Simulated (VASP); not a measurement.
Ta, 1 atom in the cell. Symmetry: I4/mmm, No. 139, tetragonal system. Conventional cell: a = 2.969 Å, b = 2.969 Å, c = 4.004 Å, α = 90.00°, β = 90.00°, γ = 90.00°. Ta (site symmetry 4/mmm) has 12 Ta at 2.90 to 2.97 Å within 3.8 Å. 

| Item | Value |
| --- | --- |
| Program | VASP 6.6.1 |
| Task | single point |
| Functional | PBEsol |
| Potentials or basis | VASP PAW PBE potentials, release 64 (Ta_pv) |
| Cutoff | 520 eV |
| k mesh | 22 × 22 × 22 |
| Occupations | gaussian, width 0.15 eV |
| Spin | no spin polarisation |
| Dipole correction | no |
| Further INCAR settings | ALGO = Fast; EDIFF = 1e-07; NBANDS = 12 |

Potentials or basis: VASP PAW PBE potentials, release 64 (Ta_pv).

Launch:

```sh
$ cat potpaw_PBE.64/Ta_pv/POTCAR > POTCAR
$ mpirun -np 1 vasp_std > vasp.out
```

Hardware: 1 thread of Intel Xeon 8259CL, with other jobs on the host.

How long does it take, and how much memory?

Run time: 2.9 min on 1 thread of Intel Xeon 8259CL (shared host), peak memory 0.29 GiB. Counts: scf iterations 14, k points 834.
